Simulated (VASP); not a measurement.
A run of VASP 6.6.1 is set up as follows.

Contents of INCAR:

```
PREC     = Accurate       # precision mode
ENCUT    = 520            # plane-wave cutoff, eV
EDIFF    = 1E-7           # SCF threshold, eV
ISMEAR   = -1             # smearing method
SIGMA    = 0.05           # smearing width, eV
LREAL    = F              # projectors in reciprocal space
LASPH    = T              # aspherical terms in the spheres
NELM     = 100            # most SCF steps
ALGO     = Normal         # electronic algorithm
ISIF     = 2              # what is computed and relaxed
LWAVE    = F              # write WAVECAR
LCHARG   = F              # write CHGCAR
GGA      = PS             # functional
NBANDS   = 18             # bands
```

KPOINTS

```
Automatic mesh
0
Gamma
  16 16 16
```

Contents of POSCAR:

```
Lu
1.0
   -1.8306481584      1.8306481584      1.8306481584
    1.8306481584     -1.8306481584      1.8306481584
    1.8306481584      1.8306481584     -1.8306481584
Lu
1
Direct
    0.0000000000      0.0000000000      0.0000000000
```

Potentials or basis: VASP PAW PBE potentials, release 64 (Lu).

The run is started by

```sh
$ cat potpaw_PBE.64/Lu/POTCAR > POTCAR
$ mpirun -np 1 vasp_std > vasp.out
```

Problem. Estimate the pressure.

Solution. 7.4 GPa.

Problem. What does it give for the band gap on the k mesh?

Solution. Zero (an odd number of electrons rules out a gap without spin polarisation).

Caveat: the cell stands under pressure; the PAW data sets were made with another functional, which shifts forces and pressure a little; spin-orbit coupling is left out, which moves the levels of the heavy elements.
